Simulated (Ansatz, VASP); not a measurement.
# One calculation of ScAl3, two programs

```xyz
4
Lattice="4.0878 0.0000 0.0000 0.0000 4.0878 0.0000 0.0000 0.0000 4.0878" Properties=species:S:1:pos:R:3 pbc="T T T"
Sc    0.0000    0.0000    0.0000
Al    2.0439    2.0439    0.0000
Al    0.0000    2.0439    2.0439
Al    2.0439    0.0000    2.0439
```

Alike in both runs: functional PBE0; k mesh 4 × 4 × 4; occupations fermi-dirac, width 0.05 eV; no spin polarisation.

|  | VASP | Ansatz |
| --- | --- | --- |
| version | VASP 6.6.1 | Ansatz 0.2.0 |
| potentials or method | VASP PAW PBE potentials, release 64 (Sc_sv, Al) | Ansatz PAW |
| plane-wave cutoff (eV) | 520 | 420 |
| valence electrons in the cell | 20 | 20 |
| task | single point | projected density of states |

```tsv
	VASP	Ansatz	Ansatz less VASP
gap on the k mesh at the Fermi level (eV)	none	none	-
pressure (GPa)	-0.2	-0.2	+0.01
```

A gap of «none» marks a metal or a gap that the smearing closes.

The k mesh is coarse, so the values compare programs but aren't converged.
